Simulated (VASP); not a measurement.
Input of a VASP 6.6.1 run:

INCAR

```
  PREC = Accurate
  ENCUT = 600
  EDIFF = 1E-6
  ISMEAR = 0
  SIGMA = 0.2
  LREAL = False
  LASPH = True
  NELM = 150
  ALGO = Fast
  ISIF = 3
  LWAVE = False
  LCHARG = False
  ISPIN = 2
  MAGMOM = 0 0 1 1 0 0 0
  LORBIT = 11
  LMAXMIX = 4
  GGA = PE
  IBRION = 2
  NSW = 36
  EDIFFG = -0.08
```

Contents of KPOINTS:

```
regular mesh
0
Gamma
  6 6 2
```

File POSCAR:

```
Mg2Ti2O3
1.0
    3.0500000000      0.0000000000      0.0000000000
   -1.5250000000      2.6413774800      0.0000000000
    0.0000000000      0.0000000000     10.6000000000
Mg Ti O
2 2 3
Direct
    0.3333333300      0.6666666700      0.1220000000
    0.6666666700      0.3333333300      0.8780000000
    0.6666666700      0.3333333300      0.3650000000
    0.3333333300      0.6666666700      0.6350000000
    0.0000000000      0.0000000000      0.2450000000
    0.0000000000      0.0000000000      0.7550000000
    0.0000000000      0.0000000000      0.0000000000
```

Potentials or basis: VASP PAW PBE potentials, release 64 (Mg, Ti_sv, O).

Command:

```bash
$ cat potpaw_PBE.64/Mg/POTCAR potpaw_PBE.64/Ti_sv/POTCAR potpaw_PBE.64/O/POTCAR > POTCAR
$ mpirun -np 1 vasp_std > vasp.out
```

Problem. Predict the net moment.

Solution. 0.00 μB per cell.

Problem. Predict the relaxed cell.

Solution. a = 2.949 Å, b = 2.949 Å, c = 10.155 Å, α = 90.00°, β = 90.00°, γ = 120.00°.

Problem. Predict the space group after relaxing (to 0.1 Å).

Solution. P-3m1 (No. 164).

Forces on the atoms (eV/Å):
```
Mg   0.000  0.000 -0.048
Mg   0.000  0.000  0.048
Ti   0.000  0.000  0.009
Ti   0.000  0.000 -0.009
O    0.000  0.000  0.035
O    0.000  0.000 -0.035
O    0.000  0.000  0.000
```

Caveat: the k points lie up to 0.41 Å⁻¹ apart in the final cell, too coarse for converged energies and pressures of a metal; the relaxation stopped at a loose force limit of 0.08 eV/Å, so its end isn't a converged minimum.
